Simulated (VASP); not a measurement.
# HC12 in VASP: a series of runs

Runs on HC12. Level: PBE. Tasks: single point.

Everything below comes from runs of VASP 6.6.1. Logs are shortened: lines on timing, memory, paths and dates and some standing lists are left out, and cuts for length are marked.

## 1. The cell of the first run

The cell holds a slab with vacuum, 26 atoms: a = 5.051 Å, b = 5.051 Å, c = 22.375 Å, α = 90.00°, β = 90.00°, γ = 90.00°.

## 2. Single point, PBE

INCAR

```
SYSTEM = HC12
ALGO     = Normal         ! electronic algorithm
DIPOL    = 0.5 0.5 0.296
EDIFF    = 1E-6           ! SCF threshold, eV
ENCUT    = 520            ! plane-wave cutoff, eV
GGA      = PE             ! functional
IDIPOL   = 3            
ISIF     = 2              ! what is computed and relaxed
ISMEAR   = 0              ! smearing method
LASPH    = .True.         ! aspherical terms in the spheres
LCHARG   = .False.        ! write CHGCAR
LDIPOL   = .True.       
LREAL    = Auto         
LWAVE    = .False.        ! write WAVECAR
NBANDS   = 68             ! bands
NELM     = 80             ! most SCF steps
PREC     = Accurate       ! precision mode
SIGMA    = 0.05           ! smearing width, eV
```

KPOINTS

```
k-points
0
Gamma
  5 5 1
  0 0 0
```

POSCAR

```
HC12
1.0
    5.0509324483      0.0000000000      0.0000000000
    0.0000000000      5.0509324483      0.0000000000
    0.0000000000      0.0000000000     22.3754933530
C H
24 2
Direct
    0.0000000000      0.2500000000      0.1787670080
    0.0000000000      0.7500000000      0.1787670080
    0.5000000000      0.2500000000      0.1787670080
    0.5000000000      0.7500000000      0.1787670080
    0.0000000000      0.0000000000      0.2186716990
    0.0000000000      0.5000000000      0.2186716990
    0.5000000000      0.0000000000      0.2186716990
    0.5000000000      0.5000000000      0.2186716990
    0.2500000000      0.0000000000      0.2585763899
    0.2500000000      0.5000000000      0.2585763899
    0.7500000000      0.0000000000      0.2585763899
    0.7500000000      0.5000000000      0.2585763899
    0.2500000000      0.2500000000      0.2976014419
    0.2500000000      0.7500000000      0.2976014419
    0.7500000000      0.2500000000      0.2976014419
    0.7500000000      0.7500000000      0.2976014419
    0.0000000000      0.2500000000      0.3394883053
    0.0000000000      0.7500000000      0.3394883053
    0.5000000000      0.2500000000      0.3394883053
    0.5000000000      0.7500000000      0.3394883053
    0.0000000000      0.0000000000      0.3743154719
    0.0000000000      0.5000000000      0.3743154719
    0.5000000000      0.0000000000      0.3743154719
    0.5000000000      0.5000000000      0.3743154719
    0.9090266986      0.3750000000      0.5083907279
    1.0909733014      0.3750000000      0.5083907279
```

Potentials or basis: VASP PAW PBE potentials, release 64 (C, H).

Command:

```sh
$ cat potpaw_PBE.64/C/POTCAR potpaw_PBE.64/H/POTCAR > POTCAR
$ mpirun -np 1 vasp_std > vasp.out
```

OUTCAR:

```text
SYSTEM = HC12
   EDIFF = 1E-6
   ENCUT = 520
   GGA = PE
   ISIF = 2
   ISMEAR = 0
   LASPH = .True.
   LREAL = Auto
   NELM = 80
   PREC = Accurate

 ion  position               nearest neighbor table
   1  0.000  0.250  0.179-   5 1.55   6 1.55
   2  0.000  0.750  0.179-   5 1.55   6 1.55
   3  0.500  0.250  0.179-   7 1.55   8 1.55
   4  0.500  0.750  0.179-   7 1.55   8 1.55
   5  0.000  0.000  0.219-   9 1.55  11 1.55   1 1.55   2 1.55
   6  0.000  0.500  0.219-  10 1.55  12 1.55   1 1.55   2 1.55
   7  0.500  0.000  0.219-   9 1.55  11 1.55   3 1.55   4 1.55
   8  0.500  0.500  0.219-  10 1.55  12 1.55   3 1.55   4 1.55
   9  0.250  0.000  0.259-  13 1.54  14 1.54   5 1.55   7 1.55
  10  0.250  0.500  0.259-  13 1.54  14 1.54   6 1.55   8 1.55
[... 8 lines left out ...]
  19  0.500  0.250  0.339-  23 1.48  24 1.48  13 1.57  15 1.57
  20  0.500  0.750  0.339-  23 1.48  24 1.48  14 1.57  16 1.57
  21  0.000  0.000  0.374-  17 1.48  18 1.48
  22  0.000  0.500  0.374-  17 1.48  18 1.48
  23  0.500  0.000  0.374-  19 1.48  20 1.48
  24  0.500  0.500  0.374-  19 1.48  20 1.48
  25  0.909  0.375  0.508-
  26  0.091  0.375  0.508-

  LATTYP: Found a simple tetragonal cell.
 ALAT       =     5.0509324483
 C/A-ratio  =     4.4299727985

  Lattice vectors:

 A1 = (   5.0509324483,   0.0000000000,   0.0000000000)
 A2 = (   0.0000000000,   5.0509324483,   0.0000000000)
 A3 = (   0.0000000000,   0.0000000000,  22.3754933530)

Analysis of symmetry for initial positions (statically):
=====================================================================
 Subroutine PRICEL returns:
 Original cell was already a primitive cell.

 Routine SETGRP: Setting up the symmetry group for a
 simple tetragonal supercell.

 Subroutine GETGRP returns: Found  2 space group operations
 (whereof  2 operations were pure point group operations)
 out of a pool of 16 trial point group operations.

The static configuration has the point symmetry C_1h.

Analysis of symmetry for dynamics (positions and initial velocities):
=====================================================================
 Subroutine PRICEL returns:
 Original cell was already a primitive cell.

 Routine SETGRP: Setting up the symmetry group for a
 simple tetragonal supercell.

 Subroutine GETGRP returns: Found  2 space group operations
 (whereof  2 operations were pure point group operations)
 out of a pool of 16 trial point group operations.

The dynamic configuration has the point symmetry C_1h.

 Subroutine INISYM returns: Found  2 space group operations
 (whereof  2 operations are pure point group operations),
 and found     1 'primitive' translations

----------------------------------------------------------------------------------------

                                     Primitive cell

  volume of cell :     570.8418

  direct lattice vectors                    reciprocal lattice vectors
     5.050932448  0.000000000  0.000000000     0.197983246  0.000000000  0.000000000
     0.000000000  5.050932448  0.000000000     0.000000000  0.197983246  0.000000000
     0.000000000  0.000000000 22.375493353     0.000000000  0.000000000  0.044691752

  length of vectors
     5.050932448  5.050932448 22.375493353     0.197983246  0.197983246  0.044691752

  position of ions in fractional coordinates (direct lattice)
     0.000000000  0.250000000  0.178767008
     0.000000000  0.750000000  0.178767008
     0.500000000  0.250000000  0.178767008
     0.500000000  0.750000000  0.178767008
     0.000000000  0.000000000  0.218671699
     0.000000000  0.500000000  0.218671699
[... 18 lines left out ...]
     0.909026699  0.375000000  0.508390728
     0.090973301  0.375000000  0.508390728

  ion indices of the primitive-cell ions
   primitive index   ion index
                 1           1
                 2           2
                 3           3
                 4           4
                 5           5
                 6           6
[... 18 lines left out ...]
                25          25
                26          26

----------------------------------------------------------------------------------------

 KPOINTS: k-points

Automatic generation of k-mesh.
 Grid dimensions read from file:
 generate k-points for:    5    5    1

 Generating k-lattice:

  Cartesian coordinates                     Fractional coordinates (reciprocal lattice)
     0.039596649  0.000000000  0.000000000     0.200000000  0.000000000  0.000000000
     0.000000000  0.039596649  0.000000000     0.000000000  0.200000000  0.000000000
     0.000000000  0.000000000  0.044691752     0.000000000  0.000000000  1.000000000

  Length of vectors
     0.039596649  0.039596649  0.044691752

  Shift w.r.t. Gamma in fractional coordinates (k-lattice)
     0.000000000  0.000000000  0.000000000

 Subroutine IBZKPT returns following result:
 ===========================================

 Found      9 irreducible k-points:

 Following reciprocal coordinates:
            Coordinates               Weight
  0.000000  0.000000  0.000000      1.000000
  0.200000  0.000000  0.000000      2.000000
  0.000000  0.200000  0.000000      2.000000
  0.400000  0.000000  0.000000      2.000000
  0.000000  0.400000  0.000000      2.000000
  0.200000  0.200000  0.000000      4.000000
  0.400000  0.200000  0.000000      4.000000
 -0.200000  0.400000  0.000000      4.000000
  0.400000  0.400000  0.000000      4.000000
   k-points           NKPTS =      9   k-points in BZ     NKDIM =      9   number of bands    NBANDS=     68
   number of dos      NEDOS =    301   number of ions     NIONS =     26
   total plane-waves  NPLWV = 268800
   dimension x,y,z NGX =    40 NGY =   40 NGZ =  168
   dimension x,y,z NGXF=    80 NGYF=   80 NGZF=  336
   ions per type =              24   2
   NGX,Y,Z   is equivalent  to a cutoff of  13.17, 13.17, 12.48 a.u.
   NGXF,Y,Z  is equivalent  to a cutoff of  26.33, 26.33, 24.96 a.u.
 SYSTEM =  HC12
   PREC   = accura    normal or accurate (medium, high low for compatibility)
   ISTART =      0    job   : 0-new  1-cont  2-samecut
   ICHARG =      2    charge: 1-file 2-atom 10-const
   ISPIN  =      1    spin polarized calculation?
   LNONCOLLINEAR =      F non collinear calculations
   LSORBIT =      F    spin-orbit coupling
   LASPH  =      T    aspherical Exc in radial PAW
   ENCUT  =  520.0 eV  38.22 Ry    6.18 a.u.   9.39  9.39 41.60*2*pi/ulx,y,z
   NELM   =     80;   NELMIN=  2; NELMDL= -5     # of ELM steps
   EDIFF  = 0.1E-05   stopping-criterion for ELM
   LREAL  =      T    real-space projection
   EDIFFG = 0.1E-04   stopping-criterion for IOM
   NSW    =      0    number of steps for IOM
   IBRION =     -1    ionic relax: 0-MD 1-quasi-New 2-CG
   NFREE  =      0    steps in history (QN), initial steepest desc. (CG)
   ISIF   =      2    stress and relaxation
   ISYM   =      2    0-nonsym 1-usesym 2-fastsym
   POTIM  = 0.5000    time-step for ionic-motion
   TEBEG  =    0.0;   TEEND  =   0.0 temperature during run
   PSTRESS=    0.0 pullay stress
   NELECT =      98.0000    total number of electrons
   NUPDOWN=      -1.0000    fix difference up-down
   EMIN   =  10.00;   EMAX   =-10.00  energy-range for DOS
   EFERMI =   0.00;   METHOD = LEGACY
   ISMEAR =     0;   SIGMA  =   0.05  broadening in eV -4-tet -1-fermi 0-gaus
   EFERMI_NEDOS =   21; number of points for ismear=-14 and -15
   IALGO  =     38    algorithm
   IMIX   =      4    mixing-type and parameters
     AMIX     =   0.40;   BMIX     =  1.00
     AMIX_MAG =   1.60;   BMIX_MAG =  1.00
  volume/ion in A,a.u.               =      21.96       148.16
  Fermi-wavevector in a.u.,A,eV,Ry     =   0.909868  1.719401 11.263710  0.827859
  Thomas-Fermi vector in A             =   2.033963
   LORBIT       =      0    0 simple, 1 ext, 2 COOP (PROOUT), +10 PAW based schemes
   GGA     = PE    functional components
   LHFCALC =     F    Hartree Fock is set to
   AEXX    =    0.0000 exact exchange contribution
   IVDW    =     0    specifies the selected vdW correction
   LEPSILON=     F    determine dielectric tensor
   LRPA    =     F    only Hartree local field effects (RPA)
 non-spin polarized calculation
 Gauss-broadening in eV      SIGMA  =   0.05
  energy-cutoff  :      520.00
  volume of cell :      570.84
 maximum number of plane-waves:     15407
 NGX is ok and might be reduce to    40
   NGX = 19   NGY = 19   NGZ = 83

 dipolmoment           0.000000      0.000000      0.129834 electrons x Angstroem

 number of electron      98.0000007 magnetization

 dipolmoment           0.000000      0.000000     -0.051133 electrons x Angstroem

 Free energy of the ion-electron system (eV)
  ---------------------------------------------------
  ext. energy  EPLUGINS =         0.00000000
  ---------------------------------------------------
  free energy    TOTEN  =      -197.52357794 eV

  energy without entropy =     -197.50543414  energy(sigma->0) =     -197.51450604

 E-fermi :  -3.1595     XC(G=0):  -4.4551

 val. band max:       -3.1787856134   @ k =   0.4000   0.2000   0.0000
 cond. band min:      -3.1360132285   @ k =   0.2000   0.0000   0.0000
 fundamental gap:      0.0427723849
 Fermi energy:        -3.1595041724

 k-point     1 :       0.0000    0.0000    0.0000
  band No.  band energies     occupation
      1     -23.8560      2.00000
      2     -21.2014      2.00000
      3     -19.6988      2.00000
      4     -19.6273      2.00000
      5     -19.5758      2.00000
      6     -19.4104      2.00000
[... 53 lines left out ...]
     60       3.1219      0.00000
     61       3.6984      0.00000

 k-point     2 :       0.2000    0.0000    0.0000
  band No.  band energies     occupation
      1     -23.6747      2.00000
      2     -21.0349      2.00000
      3     -21.0292      2.00000
      4     -19.4568      2.00000
      5     -19.4054      2.00000
      6     -18.8057      2.00000
[... 437 lines left out ...]
     60       3.8551      0.00000
     61       4.2178      0.00000

 k-point     9 :       0.4000    0.4000    0.0000
  band No.  band energies     occupation
      1     -22.4167      2.00000
      2     -21.5347      2.00000
      3     -21.5325      2.00000
      4     -20.6607      2.00000
      5     -19.8619      2.00000
      6     -19.0821      2.00000
[... 53 lines left out ...]
     60       3.9975      0.00000
     61       4.5380      0.00000
 [bands above 61 left out]

------------------------ aborting loop because EDIFF is reached ----------------------------------------

 vacuum level on the upper side and lower side of the slab       (xc-potential included)        -0.304         0.046

  FORCE on cell =-STRESS in cart. coord.  units (eV):
  Direction    XX          YY          ZZ          XY          YZ          ZX
  --------------------------------------------------------------------------------------
  -------------------------------------------------------------------------------------
  Total      -28.7439540     -4.2742743     -6.2660976      0.0000000     -0.0340408      0.0000000
  in kB      -80.6754417    -11.9965739    -17.5870095      0.0000000     -0.0955421      0.0000000
  external PRESSURE =     -36.7530083 kB  Pullay stress =       0.0000000 kB

 VOLUME and BASIS-vectors are now :
 -----------------------------------------------------------------------------
  energy-cutoff  :      520.00
  volume of cell :      570.84
      direct lattice vectors                 reciprocal lattice vectors
     5.050932448  0.000000000  0.000000000     0.197983246  0.000000000  0.000000000
     0.000000000  5.050932448  0.000000000     0.000000000  0.197983246  0.000000000
     0.000000000  0.000000000 22.375493353     0.000000000  0.000000000  0.044691752

 POSITION                                       TOTAL-FORCE (eV/Angst)
 -----------------------------------------------------------------------------------
      0.00000      1.26273      4.00000         0.000000     -0.000600      2.221965
      0.00000      3.78820      4.00000         0.000000      0.000633      2.224201
      2.52547      1.26273      4.00000         0.000000      0.001645      2.208527
      2.52547      3.78820      4.00000         0.000000     -0.001636      2.207769
      0.00000      0.00000      4.89289         0.000000     -0.000129     -2.621006
      0.00000      2.52547      4.89289         0.000000      0.000141     -2.618151
[... 18 lines left out ...]
      4.59143      1.89410     11.37549         3.518669     -0.005348      0.022129
      0.45950      1.89410     11.37549        -3.518669     -0.005348      0.022129
 -----------------------------------------------------------------------------------
    total drift:                                0.000000     -0.000003      0.045436

  FREE ENERGIE OF THE ION-ELECTRON SYSTEM (eV)
  ---------------------------------------------------
  free  energy   TOTEN  =      -197.5235779398 eV

  energy  without entropy=     -197.5054341400  energy(sigma->0) =     -197.51450604

 vacuum level on the upper side and lower side of the slab         3.867         4.225
```

It took 39 min on 1 thread of Intel Xeon 8259CL, shared host; peak memory 0.63 GiB.

What came out:

```yaml
Free_energy: -197.5236 eV
Largest_force: 3.519 eV/Å
Band_gap_on_the_k_mesh: zero (bands 49 and 50 overlap by 0.08 eV)
```

Forces on the atoms (eV/Å):
```
C    0.000 -0.001  2.222
C    0.000  0.001  2.224
C    0.000  0.002  2.209
C    0.000 -0.002  2.208
C    0.000  0.000 -2.621
C    0.000  0.000 -2.618
C    0.000  0.000 -2.584
C    0.000  0.000 -2.588
C    0.015  0.000  0.355
C    0.024  0.000  0.355
C   -0.015  0.000  0.355
C   -0.024  0.000  0.355
C    0.047  0.002  0.017
C    0.039 -0.002  0.018
C   -0.047  0.002  0.017
C   -0.039 -0.002  0.018
C    0.000 -0.007  0.061
C    0.000  0.009  0.032
C    0.000  0.006 -0.073
C    0.000 -0.007 -0.045
C    0.000 -0.012  0.010
C    0.000  0.018 -0.066
C    0.000  0.010  0.043
C    0.000 -0.007  0.055
H    3.519 -0.005  0.022
H   -3.519 -0.005  0.022
```

Levels at points of the mesh, in eV from the Fermi level:
```
           k point  band 45  band 46  band 47  band 48  band 49  band 50  band 51  band 52  band 53  band 54
(0.00, 0.00, 0.00)    -1.21    -1.17    -0.78    -0.19    -0.18    -0.03     0.23     0.42     0.94     2.69
```

## 3. Single point, PBE

INCAR

```
SYSTEM = HC12
  PREC = Accurate
  ENCUT = 520
  EDIFF = 1E-7
  ISMEAR = 0
  SIGMA = 0.05
  LREAL = Auto
  LASPH = .TRUE.
  NELM = 80
  ALGO = Normal
  ISIF = 2
  LWAVE = .FALSE.
  LCHARG = .FALSE.
  LDIPOL = .TRUE.
  IDIPOL = 3
  DIPOL = 0.5 0.5 0.287
  GGA = PE
  NBANDS = 68
```

KPOINTS

```
Automatic mesh
0
G
  5 5 1
  0 0 0
```

Edit POSCAR of step 2 so:

```diff
@@ -32,3 +32,3 @@
     0.5000000000      0.5000000000      0.3743154719
-    0.9090266986      0.3750000000      0.5083907279
-    1.0909733014      0.3750000000      0.5083907279
+    0.8830908934      0.3750000000      0.3944267603
+    1.1169091066      0.3750000000      0.3944267603
```

Potentials or basis: VASP PAW PBE potentials, release 64 (C, H).

Command:

```sh
$ cat potpaw_PBE.64/C/POTCAR potpaw_PBE.64/H/POTCAR > POTCAR
$ mpirun -np 1 vasp_std > vasp.out
```

Run time: 44 min. Hardware: 1 thread of Intel Xeon 8259CL, shared host; peak memory 0.63 GiB.

The run converged. Its results:

```
Free energy            : -197.1441 eV
Largest force          : 8.685 eV/Å
Band gap on the k mesh : zero (bands 49 and 50 overlap by 0.19 eV)
```

Forces on the atoms (eV/Å):
```
C    0.000  0.003  2.141
C    0.000 -0.015  2.116
C    0.000  0.062  2.232
C    0.000 -0.071  2.240
C    0.000  0.025 -2.490
C    0.000  0.009 -2.485
C    0.000 -0.051 -2.560
C    0.000 -0.008 -2.636
C    0.274  0.004  0.143
C    0.104 -0.041  0.262
C   -0.274  0.004  0.143
C   -0.104 -0.041  0.262
C   -0.373 -0.198 -0.304
C   -0.364 -0.180  0.142
C    0.373 -0.198 -0.304
C    0.364 -0.180  0.142
C    0.000 -2.368 -6.211
C    0.000  0.813 -0.209
C    0.000  0.108  0.114
C    0.000 -0.004  0.118
C    0.000  0.061  0.586
C    0.000  3.464 -4.419
C    0.000  0.060  0.111
C    0.000 -0.276  0.082
H   -6.791 -0.491  5.392
H    6.791 -0.491  5.392
```

Levels at points of the mesh, in eV from the Fermi level:
| k point | band 47 | band 48 | band 49 | band 50 | band 51 | band 52 |
| --- | --- | --- | --- | --- | --- | --- |
| (0.00, 0.00, 0.00) | -0.72 | -0.26 | -0.21 | -0.19 | 0.16 | 0.70 |

## 4. Single point, PBE

INCAR

```
PREC = Accurate
ENCUT = 520
EDIFF = 1E-7
ISMEAR = 0
SIGMA = 0.05
LREAL = Auto
LASPH = T
NELM = 100
ALGO = Normal
ISIF = 2
LWAVE = F
LCHARG = T
LDIPOL = T
IDIPOL = 3
DIPOL = 0.5 0.5 0.289
GGA = PE
LELF = T
LVHAR = T
LVACPOTAV = T
NBANDS = 68
```

KPOINTS

```
Automatic mesh
0
Gamma
  5 5 1
```

Edit POSCAR of step 3 so:

```diff
@@ -32,3 +32,3 @@
     0.5000000000      0.5000000000      0.3743154719
-    0.8830908934      0.3750000000      0.3944267603
-    1.1169091066      0.3750000000      0.3944267603
+    0.8830908934      0.3750000000      0.4230294816
+    1.1169091066      0.3750000000      0.4230294816
```

Command:

```sh
$ cat potpaw_PBE.64/C/POTCAR potpaw_PBE.64/H/POTCAR > POTCAR
$ mpirun -np 1 vasp_std > vasp.out
```

It took 34 min on 1 thread of Intel Xeon 8259CL, shared host; peak memory 0.63 GiB.

Results (log left out):

| Quantity | Value |
| --- | --- |
| Free energy | -198.6319 eV |
| Largest force | 6.043 eV/Å |
| Band gap on the k mesh | zero (bands 49 and 50 overlap by 0.28 eV) |

Forces in eV/Å, atoms in the order of the input:
```
C    0.000  0.022  2.126
C    0.000 -0.028  2.122
C    0.000  0.047  2.204
C    0.000 -0.056  2.186
C    0.000  0.009 -2.547
C    0.000  0.009 -2.491
C    0.000 -0.073 -2.461
C    0.000  0.029 -2.595
C    0.140  0.053  0.121
C    0.196 -0.048  0.213
C   -0.140  0.053  0.121
C   -0.196 -0.048  0.213
C   -0.307 -0.021 -0.006
C   -0.143 -0.260  0.190
C    0.307 -0.021 -0.006
C    0.143 -0.260  0.190
C    0.000 -0.730 -2.069
C    0.000  1.277  0.461
C    0.000  0.015  0.001
C    0.000  0.047  0.107
C    0.000  0.650  0.877
C    0.000 -4.619  3.896
C    0.000  0.202  0.056
C    0.000 -0.480  0.269
H   -0.272  2.114 -1.590
H    0.272  2.114 -1.590
```

Levels at points of the mesh, in eV from the Fermi level:
| k point | band 46 | band 47 | band 48 | band 49 | band 50 | band 51 | band 52 | band 53 |
| --- | --- | --- | --- | --- | --- | --- | --- | --- |
| (0.00, 0.00, 0.00) | -1.19 | -0.84 | -0.31 | -0.25 | -0.21 | 0.02 | 0.63 | 2.23 |

## 5. The runs side by side

```tsv
cell	gap on the mesh (eV)	largest force (eV/Å)
as given, atomic positions A	none	3.52
as given, atomic positions B	none	8.68
as given, atomic positions C	none	6.04
```

Alike in all rows: task single point; level PBE; potentials or basis VASP PAW PBE potentials, release 64 (C, H); no spin polarisation; k mesh 5 × 5 × 1; cutoff (eV) 520; smearing gaussian 0.05 eV.

Absolute energies hang on the potentials; compare differences alone.

The gap in the log of VASP goes by the Fermi energy; the results here count the filled bands.